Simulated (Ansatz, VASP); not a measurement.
**NbPdSe3: VASP beside Ansatz**

```
Nb Pd Se
1.0
     4.82464    0.00000    0.00000
     0.00000    4.82464    0.00000
     0.00000    0.00000    4.82464
Nb Pd Se
1 1 3
Direct
  0.00000 0.00000 0.00000
  0.50000 0.50000 0.50000
  0.00000 0.50000 0.50000
  0.50000 0.00000 0.50000
  0.50000 0.50000 0.00000
```

Change from the starting cell: species swapped into the GdBPd3 type (Pm-3m, No. 221).

Alike in both runs: functional PBE; k mesh 4 × 4 × 4; occupations gaussian, width 0.1 eV; no spin polarisation.

Ansatz relaxed the structure, and its values are those at the end. VASP's run is a single point on that final structure, the one shown.

```csv
,VASP,Ansatz
version,VASP 6.6.1,Ansatz 0.2.0
potentials or method,"VASP PAW PBE potentials, release 64 (Nb_sv, Pd, Se), cutoff 520 eV","scalar-relativistic, plane waves, PAW"
valence electrons in the cell,41,79
```

```tsv
	VASP	Ansatz	Ansatz less VASP
gap on the k mesh at the Fermi level (eV)	none	none	-
pressure (GPa)	0.0	-0.1	-0.07
```

A gap of «none» marks a metal or a gap that the smearing closes. VASP's potentials hold 41 valence electrons a cell and Ansatz's 79, so a difference there can come from the potentials and not from the codes.
